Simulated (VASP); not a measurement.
# VH2 (Fm-3m) in VASP: density of states with PBEsol

Aim: the density of states of VH2 with PBEsol.

Program: VASP 6.6.1. These are calculated values, not measurements. Logs are shortened: lines on timing, memory, paths and dates and some standing lists are left out, and cuts for length are marked.

### Step 1. The cell of the first run

Symmetry: Fm-3m, No. 225, cubic system. The conventional cell has a = 4.164 Å, b = 4.164 Å, c = 4.164 Å, α = 90.00°, β = 90.00°, γ = 90.00°. Within 2.4 Å of V (site symmetry m-3m) lie 8 H at 1.80 Å. H (site symmetry -43m) has 4 V at 1.80 Å and 6 H at 2.08 Å within 2.4 Å.

### Step 2. Density of states, PBEsol

POSCAR reads:

```
VH2
1.0
    0.0000000000      2.0820882353      2.0820882353
    2.0820882353      0.0000000000      2.0820882353
    2.0820882353      2.0820882353      0.0000000000
V H
1 2
Direct
    0.0000000000      0.0000000000      0.0000000000
    0.2500000000      0.2500000000      0.2500000000
    0.7500000000      0.7500000000      0.7500000000
```

INCAR.step1 reads:

```
SYSTEM = VH2
ALGO     = Normal         ! electronic algorithm
EDIFF    = 1E-6           ! SCF threshold, eV
ENCUT    = 520            ! plane-wave cutoff, eV
GGA      = PS             ! functional
ISIF     = 2              ! what is computed and relaxed
ISMEAR   = 0              ! smearing method
LASPH    = .TRUE.         ! aspherical terms in the spheres
LCHARG   = .TRUE.         ! write CHGCAR
LMAXMIX  = 4              ! l up to which the mixer works
LREAL    = .FALSE.        ! projectors in reciprocal space
LWAVE    = .FALSE.        ! write WAVECAR
NBANDS   = 14             ! bands
NELM     = 80             ! most SCF steps
PREC     = Accurate       ! precision mode
SIGMA    = 0.1            ! smearing width, eV
```

KPOINTS.step1 reads:

```
k-points
0
G
  18 18 18
  0 0 0
```

INCAR.step2 reads:

```
SYSTEM = VH2
ALGO     = Normal         ! electronic algorithm
EDIFF    = 1E-6           ! SCF threshold, eV
ENCUT    = 520            ! plane-wave cutoff, eV
GGA      = PS             ! functional
ICHARG   = 11             ! starting density
ISIF     = 2              ! what is computed and relaxed
ISMEAR   = -5             ! smearing method
LASPH    = .TRUE.         ! aspherical terms in the spheres
LCHARG   = .FALSE.        ! write CHGCAR
LMAXMIX  = 4              ! l up to which the mixer works
LORBIT   = 11             ! projections on sites
LREAL    = .FALSE.        ! projectors in reciprocal space
LWAVE    = .FALSE.        ! write WAVECAR
NEDOS    = 2001           ! points of the DOS
NELM     = 80             ! most SCF steps
PREC     = Accurate       ! precision mode
SIGMA    = 0.1            ! smearing width, eV
```

KPOINTS.step2 reads:

```
k-points
0
G
  27 27 27
  0 0 0
```

Potentials or basis: VASP PAW PBE potentials, release 64 (V_sv, H).

Launch:

```sh
cat potpaw_PBE.64/V_sv/POTCAR potpaw_PBE.64/H/POTCAR > POTCAR
cp INCAR.step1 INCAR
cp KPOINTS.step1 KPOINTS
mpirun -np 1 vasp_std > vasp.out
cp INCAR.step2 INCAR
cp KPOINTS.step2 KPOINTS
mpirun -np 1 vasp_std > vasp.out
```

OUTCAR:

```text
SYSTEM = VH2
   EDIFF = 1E-6
   ENCUT = 520
   GGA = PS
   ICHARG = 11
   ISIF = 2
   ISMEAR = -5
   LASPH = .TRUE.
   LORBIT = 11
   LREAL = .FALSE.
   NELM = 80
   PREC = Accurate

 ion  position               nearest neighbor table
   1  0.000  0.000  0.000-   3 1.80   3 1.80   3 1.80   2 1.80   2 1.80   2 1.80   3 1.80   2 1.80

   2  0.250  0.250  0.250-   1 1.80   1 1.80   1 1.80   1 1.80
   3  0.750  0.750  0.750-   1 1.80   1 1.80   1 1.80   1 1.80

  LATTYP: Found a face centered cubic cell.
 ALAT       =     4.1641764706

  Lattice vectors:

 A1 = (   0.0000000000,   2.0820882353,   2.0820882353)
 A2 = (   2.0820882353,   0.0000000000,   2.0820882353)
 A3 = (   2.0820882353,   2.0820882353,   0.0000000000)

Analysis of symmetry for initial positions (statically):
=====================================================================
 Subroutine PRICEL returns:
 Original cell was already a primitive cell.

 Routine SETGRP: Setting up the symmetry group for a
 face centered cubic supercell.

 Subroutine GETGRP returns: Found 48 space group operations
 (whereof 48 operations were pure point group operations)
 out of a pool of 48 trial point group operations.

The static configuration has the point symmetry O_h .

Analysis of symmetry for dynamics (positions and initial velocities):
=====================================================================
 Subroutine PRICEL returns:
 Original cell was already a primitive cell.

 Routine SETGRP: Setting up the symmetry group for a
 face centered cubic supercell.

 Subroutine GETGRP returns: Found 48 space group operations
 (whereof 48 operations were pure point group operations)
 out of a pool of 48 trial point group operations.

The dynamic configuration has the point symmetry O_h .

 Subroutine INISYM returns: Found 48 space group operations
 (whereof 48 operations are pure point group operations),
 and found     1 'primitive' translations

----------------------------------------------------------------------------------------

                                     Primitive cell

  volume of cell :      18.0521

  direct lattice vectors                    reciprocal lattice vectors
     0.000000000  2.082088235  2.082088235    -0.240143521  0.240143521  0.240143521
     2.082088235  0.000000000  2.082088235     0.240143521 -0.240143521  0.240143521
     2.082088235  2.082088235  0.000000000     0.240143521  0.240143521 -0.240143521

  length of vectors
     2.944517420  2.944517420  2.944517420     0.415940780  0.415940780  0.415940780

  position of ions in fractional coordinates (direct lattice)
     0.000000000  0.000000000  0.000000000
     0.250000000  0.250000000  0.250000000
     0.750000000  0.750000000  0.750000000

  ion indices of the primitive-cell ions
   primitive index   ion index
                 1           1
                 2           2
                 3           3

----------------------------------------------------------------------------------------

 KPOINTS: k-points

Automatic generation of k-mesh.
 Grid dimensions read from file:
 generate k-points for:   27   27   27

 Generating k-lattice:

  Cartesian coordinates                     Fractional coordinates (reciprocal lattice)
    -0.008894204  0.008894204  0.008894204     0.037037037  0.000000000  0.000000000
     0.008894204 -0.008894204  0.008894204     0.000000000  0.037037037  0.000000000
     0.008894204  0.008894204 -0.008894204     0.000000000  0.000000000  0.037037037

  Length of vectors
     0.015405214  0.015405214  0.015405214

  Shift w.r.t. Gamma in fractional coordinates (k-lattice)
     0.000000000  0.000000000  0.000000000

 TETIRR: Found   2653 inequivalent tetrahedra from   118098

 Subroutine IBZKPT returns following result:
 ===========================================

 Found    560 irreducible k-points:

 Following reciprocal coordinates:
            Coordinates               Weight
  0.000000  0.000000  0.000000      1.000000
  0.037037  0.000000  0.000000      8.000000
  0.074074  0.000000  0.000000      8.000000
  0.111111  0.000000  0.000000      8.000000
  0.148148  0.000000  0.000000      8.000000
  0.185185  0.000000  0.000000      8.000000
[... 16 lines left out ...]
  0.333333  0.037037  0.000000     24.000000
  0.370370  0.037037  0.000000     24.000000
 [... further k-points ...]
   k-points           NKPTS =    560   k-points in BZ     NKDIM =    560   number of bands    NBANDS=     11
   number of dos      NEDOS =   2001   number of ions     NIONS =      3
   total plane-waves  NPLWV =  13824
   dimension x,y,z NGX =    24 NGY =   24 NGZ =   24
   dimension x,y,z NGXF=    48 NGYF=   48 NGZF=   48
   ions per type =               1   2
   NGX,Y,Z   is equivalent  to a cutoff of  13.55, 13.55, 13.55 a.u.
   NGXF,Y,Z  is equivalent  to a cutoff of  27.10, 27.10, 27.10 a.u.
 SYSTEM =  VH2
   PREC   = accura    normal or accurate (medium, high low for compatibility)
   ISTART =      0    job   : 0-new  1-cont  2-samecut
   ICHARG =     11    charge: 1-file 2-atom 10-const
   ISPIN  =      1    spin polarized calculation?
   LNONCOLLINEAR =      F non collinear calculations
   LSORBIT =      F    spin-orbit coupling
   LASPH  =      T    aspherical Exc in radial PAW
   ENCUT  =  520.0 eV  38.22 Ry    6.18 a.u.   5.47  5.47  5.47*2*pi/ulx,y,z
   NELM   =     80;   NELMIN=  2; NELMDL=  0     # of ELM steps
   EDIFF  = 0.1E-05   stopping-criterion for ELM
   LREAL  =      F    real-space projection
[... 7 lines left out ...]
   TEBEG  =    0.0;   TEEND  =   0.0 temperature during run
   PSTRESS=    0.0 pullay stress
   NELECT =      15.0000    total number of electrons
   NUPDOWN=      -1.0000    fix difference up-down
   EMIN   =  10.00;   EMAX   =-10.00  energy-range for DOS
   EFERMI =   0.00;   METHOD = LEGACY
   ISMEAR =    -5;   SIGMA  =   0.10  broadening in eV -4-tet -1-fermi 0-gaus
   EFERMI_NEDOS =   21; number of points for ismear=-14 and -15
   IALGO  =     38    algorithm
   IMIX   =      4    mixing-type and parameters
     AMIX     =   0.40;   BMIX     =  1.00
     AMIX_MAG =   1.60;   BMIX_MAG =  1.00
  volume/ion in A,a.u.               =       6.02        40.61
  Fermi-wavevector in a.u.,A,eV,Ry     =   1.539086  2.908450 32.229272  2.368785
  Thomas-Fermi vector in A             =   2.645363
   LORBIT       =     11    0 simple, 1 ext, 2 COOP (PROOUT), +10 PAW based schemes
   GGA     = PS    functional components
   LHFCALC =     F    Hartree Fock is set to
   AEXX    =    0.0000 exact exchange contribution
   IVDW    =     0    specifies the selected vdW correction
   LEPSILON=     F    determine dielectric tensor
   LRPA    =     F    only Hartree local field effects (RPA)
 non-spin polarized calculation
 Fermi weights with tetrahedron method with Bloechl corrections
  energy-cutoff  :      520.00
  volume of cell :       18.05
 maximum number of plane-waves:       531
 NGX is ok and might be reduce to    24

 number of electron      14.9999997 magnetization

 Free energy of the ion-electron system (eV)
  ---------------------------------------------------
  ext. energy  EPLUGINS =         0.00000000
  ---------------------------------------------------
  free energy    TOTEN  =       -17.08263538 eV

  energy without entropy =      -17.08263538  energy(sigma->0) =      -17.08263538

 E-fermi :   8.7854     XC(G=0): -12.6704

 val. band max:        8.7888662054   @ k =  -0.1852   0.2222   0.0370
 cond. band min:       8.7670304363   @ k =   0.2593   0.1852   0.0370
 fundamental gap:     -0.0218357691
 Fermi energy:         8.7853716335

 k-point     1 :       0.0000    0.0000    0.0000
  band No.  band energies     occupation
      1     -55.4887      2.00000
      2     -29.2570      2.00000
      3     -29.2570      2.00000
      4     -29.2570      2.00000
      5      -2.9844      2.00000
      6       7.7394      2.00000
      7       7.7394      2.00000
      8       7.7394      2.00000
      9       9.6034      0.00000
     10       9.6034      0.00000
     11      10.1286      0.00000

 k-point     2 :       0.0370    0.0000    0.0000
  band No.  band energies     occupation
      1     -55.4878      2.00000
      2     -29.2631      2.00000
      3     -29.2578      2.00000
      4     -29.2578      2.00000
      5      -2.9457      2.00000
      6       7.5255      2.00000
      7       7.7548      2.00000
      8       7.7548      2.00000
      9       9.5940      0.00000
     10       9.5940      0.00000
     11      10.3664      0.00000

 k-point     3 :       0.0741    0.0000    0.0000
  band No.  band energies     occupation
      1     -55.4851      2.00000
      2     -29.2809      2.00000
      3     -29.2600      2.00000
      4     -29.2600      2.00000
      5      -2.8304      2.00000
      6       7.0430      2.00000
      7       7.7991      2.00000
      8       7.7991      2.00000
      9       9.5686      0.00000
     10       9.5686      0.00000
     11      10.9175      0.00000

 k-point     4 :       0.1111    0.0000    0.0000
  band No.  band energies     occupation
      1     -55.4808      2.00000
      2     -29.3095      2.00000
      3     -29.2635      2.00000
      4     -29.2635      2.00000
      5      -2.6419      2.00000
      6       6.4787      2.00000
      7       7.8659      2.00000
      8       7.8659      2.00000
      9       9.5351      0.00000
     10       9.5351      0.00000
     11      11.5841      0.00000

 k-point     5 :       0.1481    0.0000    0.0000
  band No.  band energies     occupation
      1     -55.4752      2.00000
      2     -29.3471      2.00000
      3     -29.2682      2.00000
      4     -29.2682      2.00000
      5      -2.3852      2.00000
      6       5.9118      2.00000
      7       7.9438      2.00000
      8       7.9438      2.00000
      9       9.5067      0.00000
     10       9.5067      0.00000
     11      12.2706      0.00000
[... 211 lines left out ...]
 k-point    21 :       0.2593    0.0370    0.0000
  band No.  band energies     occupation
      1     -55.4551      2.00000
      2     -29.4749      2.00000
      3     -29.2894      2.00000
      4     -29.2834      2.00000
      5      -1.4027      2.00000
      6       4.5453      2.00000
      7       8.0835      2.00000
      8       8.0935      2.00000
      9       9.4536      0.00000
     10       9.7196      0.00000
     11      13.8175      0.00000

 k-point    22 :       0.2963    0.0370    0.0000
  band No.  band energies     occupation
      1     -55.4474      2.00000
      2     -29.5246      2.00000
      3     -29.2957      2.00000
      4     -29.2901      2.00000
      5      -0.9847      2.00000
      6       4.1516      2.00000
      7       8.0627      2.00000
      8       8.0868      2.00000
      9       9.5834      0.00000
     10       9.8395      0.00000
     11      14.1054      0.00000

 k-point    23 :       0.3333    0.0370    0.0000
  band No.  band energies     occupation
      1     -55.4400      2.00000
      2     -29.5715      2.00000
      3     -29.3015      2.00000
      4     -29.2967      2.00000
      5      -0.5620      2.00000
      6       3.8185      2.00000
      7       8.0151      2.00000
      8       8.0549      2.00000
      9       9.7559      0.00000
     10       9.9866      0.00000
     11      14.1884      0.00000

 k-point    24 :       0.3704    0.0370    0.0000
  band No.  band energies     occupation
      1     -55.4334      2.00000
      2     -29.6131      2.00000
      3     -29.3064      2.00000
      4     -29.3028      2.00000
      5      -0.1596      2.00000
      6       3.5501      2.00000
      7       7.9570      2.00000
      8       8.0101      2.00000
      9       9.9465      0.00000
     10      10.1396      0.00000
     11      14.0763      0.00000

 [... further k-points ...]
[... 5 lines left out ...]
  --------------------------------------------------------------------------------------
  -------------------------------------------------------------------------------------
  Total       -0.0022439     -0.0022439     -0.0022439      0.0000000      0.0000000      0.0000000
  in kB       -0.1991528     -0.1991528     -0.1991528      0.0000000      0.0000000      0.0000000
  external PRESSURE =      -0.1991528 kB  Pullay stress =       0.0000000 kB

 VOLUME and BASIS-vectors are now :
 -----------------------------------------------------------------------------
  energy-cutoff  :      520.00
  volume of cell :       18.05
      direct lattice vectors                 reciprocal lattice vectors
     0.000000000  2.082088235  2.082088235    -0.240143521  0.240143521  0.240143521
     2.082088235  0.000000000  2.082088235     0.240143521 -0.240143521  0.240143521
     2.082088235  2.082088235  0.000000000     0.240143521  0.240143521 -0.240143521

 POSITION                                       TOTAL-FORCE (eV/Angst)
 -----------------------------------------------------------------------------------
      0.00000      0.00000      0.00000         0.000000      0.000000     -0.000000
      1.04104      1.04104      1.04104        -0.000000     -0.000000      0.000000
      3.12313      3.12313      3.12313         0.000000      0.000000     -0.000000
 -----------------------------------------------------------------------------------
    total drift:                               -0.000000      0.000000      0.000000

  FREE ENERGIE OF THE ION-ELECTRON SYSTEM (eV)
  ---------------------------------------------------
  free  energy   TOTEN  =       -17.0826353799 eV

  energy  without entropy=      -17.0826353799  energy(sigma->0) =      -17.08263538

 total charge

# of ion       s       p       d       tot
------------------------------------------
    1        2.227   6.248   3.235  11.710
    2        0.580   0.030   0.000   0.611
    3        0.580   0.030   0.000   0.611
--------------------------------------------------
tot          3.387   6.309   3.235  12.931
```

Wall time 42 s (1 thread of AMD EPYC 9R45 (Zen 5), shared host); peak memory 0.22 GiB.

Results:

- Valence electrons inside the program's atomic spheres: V 11.71; H 0.61

Levels at points of the mesh, in eV from the Fermi level:
```csv
k point,band 6,band 7,band 8,band 9,band 10,band 11
"(0.00, 0.00, 0.00)",-1.05,-1.05,-1.05,0.82,0.82,1.34
```

Caveat: the PAW data sets were made with another functional, which shifts forces and pressure a little; tetrahedron occupations give inexact forces and stress in metals.
